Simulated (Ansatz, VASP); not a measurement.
**Two plane-wave programs on F**

```
CELL_PARAMETERS angstrom
2.90242 -1.65373 -0.03375
2.88166 1.61892 0.03579
-1.61271 0.16067 7.01650
ATOMIC_POSITIONS crystal
F 0.09407 0.94030 0.10568
F 0.90593 0.05970 0.89432
F 0.47407 0.55389 0.59367
F 0.52593 0.44611 0.40633
```

Alike in both runs: task single point; functional PBE; k mesh 10 × 10 × 4; occupations gaussian, width 0.02 eV; no spin polarisation.

|  | VASP | Ansatz |
| --- | --- | --- |
| version | VASP 6.6.1 | Ansatz 0.2.0 |
| potentials or method | VASP PAW PBE potentials, release 64 (F), cutoff 520 eV | scalar-relativistic, plane waves, PAW |
| valence electrons in the cell | 28 | 28 |

Ansatz gave:

* gap on the k mesh at the Fermi level (eV): 1.71
* least direct gap on the mesh (eV): 1.71
* pressure (GPa): -0.6
* traceless stress, the component that is largest in VASP (GPa): 4.78
* rms of the force components (eV/Å): 1.493

Task: Which values does VASP return?

Result: gap on the k mesh at the Fermi level (eV): 1.68; least direct gap on the mesh (eV): 1.68; pressure (GPa): -0.4; traceless stress, the component that is largest in VASP (GPa): 4.96; rms of the force components (eV/Å): 1.581.

Atom by atom the forces differ by 0.212 eV/Å (rms over components).
